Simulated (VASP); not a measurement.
# TiSi2 in VASP: single point with r2SCAN

Aim: the single point of TiSi2 with r2SCAN.

Everything below comes from runs of VASP 6.6.1. Logs are shortened: lines on timing, memory, paths and dates and some standing lists are left out, and cuts for length are marked.

## (1) The cell of the first run

The cell holds a slab with vacuum, 12 atoms: a = 3.528 Å, b = 3.565 Å, c = 26.530 Å, α = 90.00°, β = 90.00°, γ = 90.00°.

## (2) Single point, r2SCAN

POSCAR reads:

```
TiSi2
1.0
    3.5284141145      0.0000000000      0.0000000000
    0.0000000000      3.5645615985      0.0000000000
    0.0000000000      0.0000000000     26.5296596241
Si Ti
8 4
Direct
    0.0000000000      0.2500000000      0.2827024585
    0.5000000000      0.7500000000      0.2828944714
    0.0000000000      0.7500000000      0.3804239231
    0.0000000000      0.2500000000      0.4398102978
    0.5000000000      0.2500000000      0.5373397496
    0.0000000000      0.7500000000      0.5375317624
    0.5000000000      0.7500000000      0.6350612141
    0.5000000000      0.2500000000      0.6944475888
    0.5000000000      0.2500000000      0.3575739705
    0.5000000000      0.7500000000      0.4626602504
    0.0000000000      0.2500000000      0.6122112615
    0.0000000000      0.7500000000      0.7172975415
```

INCAR.step1 reads:

```
SYSTEM = TiSi2
ALGO = Normal
DIPOL = 0.5 0.5 0.495
EDIFF = 1E-4
ENCUT = 520
GGA = PE
IDIPOL = 3
ISMEAR = 0
LASPH = .True.
LCHARG = .False.
LDIPOL = .True.
LREAL = .False.
LWAVE = .True.
NBANDS = 52
NELM = 100
PREC = Accurate
SIGMA = 0.1
```

INCAR.step2 reads:

```
SYSTEM = TiSi2
ALGO = Normal
DIPOL = 0.5 0.5 0.495
EDIFF = 1E-6
ENCUT = 520
IDIPOL = 3
ISIF = 2
ISMEAR = 0
ISTART = 1
LASPH = .True.
LCHARG = .False.
LDIPOL = .True.
LMIXTAU = .True.
LREAL = .False.
LWAVE = .False.
METAGGA = R2SCAN
NBANDS = 52
NELM = 100
PREC = Accurate
SIGMA = 0.1
```

KPOINTS reads:

```
k-points
0
Gamma
  10 10 1
  0 0 0
```

Potentials or basis: VASP PAW PBE potentials, release 64 (Si, Ti_sv).

On the command line:

```bash
$ cat potpaw_PBE.64/Si/POTCAR potpaw_PBE.64/Ti_sv/POTCAR > POTCAR
$ cp INCAR.step1 INCAR
$ mpirun -np 1 vasp_std > vasp.out
$ cp INCAR.step2 INCAR
$ mpirun -np 1 vasp_std > vasp.out
```

OUTCAR:

```text
SYSTEM = TiSi2
   EDIFF = 1E-6
   ENCUT = 520
   ISIF = 2
   ISMEAR = 0
   ISTART = 1
   LASPH = .True.
   LREAL = .False.
   METAGGA = R2SCAN
   NELM = 100
   PREC = Accurate

 ion  position               nearest neighbor table
   1  0.000  0.250  0.283-   2 2.51   2 2.51   2 2.51   2 2.51   9 2.66   9 2.66   3 3.15   3 3.15

   2  0.500  0.750  0.283-   1 2.51   1 2.51   1 2.51   1 2.51   9 2.66   9 2.66   3 3.13   3 3.13

   3  0.000  0.750  0.380-   4 2.38   4 2.38   9 2.58   9 2.58   9 2.58   9 2.58  10 2.81  10 2.81
                             2 3.13   2 3.13   1 3.15   1 3.15
   4  0.000  0.250  0.440-   3 2.38   3 2.38  10 2.58  10 2.58  10 2.58  10 2.58   9 2.81   9 2.81
                             5 3.13   5 3.13   6 3.15   6 3.15
   5  0.500  0.250  0.537-   6 2.51   6 2.51   6 2.51   6 2.51  11 2.66  11 2.66  10 2.66  10 2.66
                             4 3.13   4 3.13   7 3.15   7 3.15
   6  0.000  0.750  0.538-   5 2.51   5 2.51   5 2.51   5 2.51  10 2.66  10 2.66  11 2.66  11 2.66
                             7 3.13   7 3.13   4 3.15   4 3.15
   7  0.500  0.750  0.635-   8 2.38   8 2.38  11 2.58  11 2.58  11 2.58  11 2.58  12 2.81  12 2.81
                             6 3.13   6 3.13   5 3.15   5 3.15
   8  0.500  0.250  0.694-   7 2.38   7 2.38  12 2.58  12 2.58  12 2.58  12 2.58  11 2.81  11 2.81

   9  0.500  0.250  0.358-   3 2.58   3 2.58   3 2.58   3 2.58   1 2.66   1 2.66   2 2.66   2 2.66
                             4 2.81   4 2.81
  10  0.500  0.750  0.463-   4 2.58   4 2.58   4 2.58   4 2.58   6 2.66   6 2.66   5 2.66   5 2.66
                             3 2.81   3 2.81
  11  0.000  0.250  0.612-   7 2.58   7 2.58   7 2.58   7 2.58   5 2.66   5 2.66   6 2.66   6 2.66
                             8 2.81   8 2.81
  12  0.000  0.750  0.717-   8 2.58   8 2.58   8 2.58   8 2.58   7 2.81   7 2.81

  LATTYP: Found a simple orthorhombic cell.
 ALAT       =     3.5284141145
 B/A-ratio  =     1.0102446830
 C/A-ratio  =     7.5188622319

  Lattice vectors:

 A1 = (   3.5284141145,   0.0000000000,   0.0000000000)
 A2 = (   0.0000000000,   3.5645615985,   0.0000000000)
 A3 = (   0.0000000000,   0.0000000000,  26.5296596241)

Analysis of symmetry for initial positions (statically):
=====================================================================
 Subroutine PRICEL returns:
 Original cell was already a primitive cell.

 Routine SETGRP: Setting up the symmetry group for a
 simple orthorhombic supercell.

 Subroutine GETGRP returns: Found  4 space group operations
 (whereof  2 operations were pure point group operations)
 out of a pool of  8 trial point group operations.

The static configuration has the point symmetry C_1h.
 The point group associated with its full space group is C_2v.

Analysis of symmetry for dynamics (positions and initial velocities):
=====================================================================
 Subroutine PRICEL returns:
 Original cell was already a primitive cell.

 Routine SETGRP: Setting up the symmetry group for a
 simple orthorhombic supercell.

 Subroutine GETGRP returns: Found  4 space group operations
 (whereof  2 operations were pure point group operations)
 out of a pool of  8 trial point group operations.

The dynamic configuration has the point symmetry C_1h.
 The point group associated with its full space group is C_2v.

 Subroutine INISYM returns: Found  4 space group operations
 (whereof  2 operations are pure point group operations),
 and found     1 'primitive' translations

----------------------------------------------------------------------------------------

                                     Primitive cell

  volume of cell :     333.6701

  direct lattice vectors                    reciprocal lattice vectors
     3.528414114  0.000000000  0.000000000     0.283413445  0.000000000  0.000000000
     0.000000000  3.564561599  0.000000000     0.000000000  0.280539408  0.000000000
     0.000000000  0.000000000 26.529659624     0.000000000  0.000000000  0.037693661

  length of vectors
     3.528414114  3.564561599 26.529659624     0.283413445  0.280539408  0.037693661

  position of ions in fractional coordinates (direct lattice)
     0.000000000  0.250000000  0.282702458
     0.500000000  0.750000000  0.282894471
     0.000000000  0.750000000  0.380423923
     0.000000000  0.250000000  0.439810298
     0.500000000  0.250000000  0.537339750
     0.000000000  0.750000000  0.537531762
[... 44 lines left out ...]
 ===========================================

 Found     36 irreducible k-points:

 Following reciprocal coordinates:
            Coordinates               Weight
  0.000000  0.000000  0.000000      1.000000
  0.100000  0.000000  0.000000      2.000000
  0.200000  0.000000  0.000000      2.000000
  0.300000  0.000000  0.000000      2.000000
  0.400000  0.000000  0.000000      2.000000
  0.500000  0.000000  0.000000      1.000000
[... 16 lines left out ...]
  0.400000  0.300000  0.000000      4.000000
  0.500000  0.300000  0.000000      2.000000
 [... further k-points ...]
   k-points           NKPTS =     36   k-points in BZ     NKDIM =     36   number of bands    NBANDS=     52
   number of dos      NEDOS =    301   number of ions     NIONS =     12
   total plane-waves  NPLWV = 156800
   dimension x,y,z NGX =    28 NGY =   28 NGZ =  200
   dimension x,y,z NGXF=    56 NGYF=   56 NGZF=  400
   ions per type =               8   4
   NGX,Y,Z   is equivalent  to a cutoff of  13.19, 13.06, 12.53 a.u.
   NGXF,Y,Z  is equivalent  to a cutoff of  26.39, 26.12, 25.07 a.u.
 SYSTEM =  TiSi2
   PREC   = accura    normal or accurate (medium, high low for compatibility)
   ISTART =      1    job   : 0-new  1-cont  2-samecut
   ICHARG =      0    charge: 1-file 2-atom 10-const
   ISPIN  =      1    spin polarized calculation?
   LNONCOLLINEAR =      F non collinear calculations
   LSORBIT =      F    spin-orbit coupling
   LASPH  =      T    aspherical Exc in radial PAW
   ENCUT  =  520.0 eV  38.22 Ry    6.18 a.u.   6.56  6.63 49.33*2*pi/ulx,y,z
   NELM   =    100;   NELMIN=  2; NELMDL=  0     # of ELM steps
   EDIFF  = 0.1E-05   stopping-criterion for ELM
   LREAL  =      F    real-space projection
   EDIFFG = 0.1E-04   stopping-criterion for IOM
   NSW    =      0    number of steps for IOM
   IBRION =     -1    ionic relax: 0-MD 1-quasi-New 2-CG
   NFREE  =      0    steps in history (QN), initial steepest desc. (CG)
   ISIF   =      2    stress and relaxation
   ISYM   =      2    0-nonsym 1-usesym 2-fastsym
   POTIM  = 0.5000    time-step for ionic-motion
   TEBEG  =    0.0;   TEEND  =   0.0 temperature during run
   PSTRESS=    0.0 pullay stress
   NELECT =      80.0000    total number of electrons
   NUPDOWN=      -1.0000    fix difference up-down
   EMIN   =  10.00;   EMAX   =-10.00  energy-range for DOS
   EFERMI =   0.00;   METHOD = LEGACY
   ISMEAR =     0;   SIGMA  =   0.10  broadening in eV -4-tet -1-fermi 0-gaus
   EFERMI_NEDOS =   21; number of points for ismear=-14 and -15
   IALGO  =     38    algorithm
   IMIX   =      4    mixing-type and parameters
     AMIX     =   0.40;   BMIX     =  1.00
     AMIX_MAG =   1.60;   BMIX_MAG =  1.00
  volume/ion in A,a.u.               =      27.81       187.64
  Fermi-wavevector in a.u.,A,eV,Ry     =   1.017027  1.921902 14.073096  1.034343
  Thomas-Fermi vector in A             =   2.150404
   LORBIT       =      0    0 simple, 1 ext, 2 COOP (PROOUT), +10 PAW based schemes
   METAGGA = R2SCAN    functional components
   LHFCALC =     F    Hartree Fock is set to
   AEXX    =    0.0000 exact exchange contribution
   IVDW    =     0    specifies the selected vdW correction
   LEPSILON=     F    determine dielectric tensor
   LRPA    =     F    only Hartree local field effects (RPA)
 non-spin polarized calculation
 Gauss-broadening in eV      SIGMA  =   0.10
  energy-cutoff  :      520.00
  volume of cell :      333.67
 maximum number of plane-waves:      9055
 NGX is ok and might be reduce to    28
   NGX = 13   NGY = 13   NGZ = 99

 dipolmoment           0.000000      0.000000      0.231830 electrons x Angstroem

 number of electron      80.0000001 magnetization

 dipolmoment           0.000000      0.000000     -0.142166 electrons x Angstroem

 Free energy of the ion-electron system (eV)
  ---------------------------------------------------
  ext. energy  EPLUGINS =         0.00000000
  ---------------------------------------------------
  free energy    TOTEN  =      -125.02293555 eV

  energy without entropy =     -124.99176261  energy(sigma->0) =     -125.00734908

 E-fermi :   3.2773     XC(G=0):  -7.0335

 val. band max:        3.2721730936   @ k =   0.4000   0.0000   0.0000
 cond. band min:       3.2900322608   @ k =   0.1000   0.4000   0.0000
 fundamental gap:      0.0178591672
 Fermi energy:         3.2773239023

 k-point     1 :       0.0000    0.0000    0.0000
  band No.  band energies     occupation
      1     -56.3058      2.00000
      2     -55.8415      2.00000
      3     -55.8128      2.00000
      4     -55.7773      2.00000
      5     -31.7462      2.00000
      6     -31.4394      2.00000
[... 1309 lines left out ...]
     51       5.8793      0.00000
     52       5.8840      0.00000

 [... further k-points ...]

------------------------ aborting loop because EDIFF is reached ----------------------------------------

 vacuum level on the upper side and lower side of the slab       (xc-potential included)        -1.006         1.000

  FORCE on cell =-STRESS in cart. coord.  units (eV):
  Direction    XX          YY          ZZ          XY          YZ          ZX
  --------------------------------------------------------------------------------------
  -------------------------------------------------------------------------------------
  Total       -2.6259078     -2.5625566      0.5982978      0.0000000      0.0000000      0.0000000
  in kB      -12.6087695    -12.3045773      2.8728349      0.0000000      0.0000000      0.0000000
  external PRESSURE =      -7.3468373 kB  Pullay stress =       0.0000000 kB

 VOLUME and BASIS-vectors are now :
 -----------------------------------------------------------------------------
  energy-cutoff  :      520.00
  volume of cell :      333.67
      direct lattice vectors                 reciprocal lattice vectors
     3.528414114  0.000000000  0.000000000     0.283413445  0.000000000  0.000000000
     0.000000000  3.564561599  0.000000000     0.000000000  0.280539408  0.000000000
     0.000000000  0.000000000 26.529659624     0.000000000  0.000000000  0.037693661

 POSITION                                       TOTAL-FORCE (eV/Angst)
 -----------------------------------------------------------------------------------
      0.00000      0.89114      7.50000         0.000000      0.000000     -0.443670
      1.76421      2.67342      7.50509         0.000000      0.000000     -0.245934
      0.00000      2.67342     10.09252         0.000000      0.000000     -0.491011
      0.00000      0.89114     11.66802         0.000000      0.000000      0.004888
      1.76421      0.89114     14.25544         0.000000      0.000000     -0.035295
      0.00000      2.67342     14.26053         0.000000      0.000000      0.077818
      1.76421      2.67342     16.84796         0.000000      0.000000      0.438017
      1.76421      0.89114     18.42346         0.000000      0.000000      1.092075
      1.76421      0.89114      9.48632         0.000000      0.000000      0.998415
      1.76421      2.67342     12.27422         0.000000      0.000000      0.107952
      0.00000      0.89114     16.24176         0.000000      0.000000     -0.160569
      0.00000      2.67342     19.02966         0.000000      0.000000     -1.342687
 -----------------------------------------------------------------------------------
    total drift:                               -0.000000      0.000000      0.003536

  FREE ENERGIE OF THE ION-ELECTRON SYSTEM (eV)
  ---------------------------------------------------
  free  energy   TOTEN  =      -125.0229355547 eV

  energy  without entropy=     -124.9917626105  energy(sigma->0) =     -125.00734908

 vacuum level on the upper side and lower side of the slab         6.487         8.537
```

It took 3.3 h on 1 thread of Oxide Virtual Turin-like, shared host; peak memory 0.69 GiB.

Results:

| Property | Result |
| --- | --- |
| Free energy | -125.0229 eV |
| Largest force | 1.343 eV/Å |
| Band gap on the k mesh | zero (bands 40 and 41 overlap by 0.80 eV) |

Forces on the atoms (eV/Å):
```
Si   0.000  0.000 -0.444
Si   0.000  0.000 -0.246
Si   0.000  0.000 -0.491
Si   0.000  0.000  0.005
Si   0.000  0.000 -0.035
Si   0.000  0.000  0.078
Si   0.000  0.000  0.438
Si   0.000  0.000  1.092
Ti   0.000  0.000  0.998
Ti   0.000  0.000  0.108
Ti   0.000  0.000 -0.161
Ti   0.000  0.000 -1.343
```

Caveat: the PAW data sets were made with another functional, which shifts forces and pressure a little.
